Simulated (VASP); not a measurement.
Runs of VASP 6.6.1 on P. The structure is that of space group R-3m (No. 166), or close to it. The cells are those of the table. 

```tsv
cell	gap on the mesh (eV)	pressure (GPa)	largest force (eV/Å)
a = 3.342 Å, angles 56.3°, 2 atoms	none	(a)	1.39
a = 3.540 Å, angles 52.9°, 2 atoms	none	19.9	0.68
a = 3.244 Å, angles 58.2°, 2 atoms	none	(b)	1.78
a = 3.289 Å, angles 60.0°, 2 atoms	none	21.1	1.14
a = 3.440 Å, angles 54.6°, 2 atoms	none	26.3	1.02
```

Alike in all rows: task single point; level PBE+D3(BJ); potentials or basis VASP PAW PBE potentials, release 64 (P); no spin polarisation; k mesh 24 × 24 × 24; cutoff (eV) 520; smearing gaussian 0.15 eV.

Task: Estimate the missing entries.

Result: (a) 33.9; (b) 42.8.

Caveats: forces of over 1 eV/Å act on the atoms, so gaps and moduli don't describe the material at rest (at least some runs); the stress differs along the axes, from 23 to 39 GPa (at least some runs); the stress differs along the axes, from 9 to 25 GPa (at least some runs); the stress differs along the axes, from 33 to 48 GPa (at least some runs); the cell stands under pressure (at least some runs); the stress differs along the axes, from 15 to 32 GPa (at least some runs).

A gap of «none» marks levels without a gap at the run's occupations.
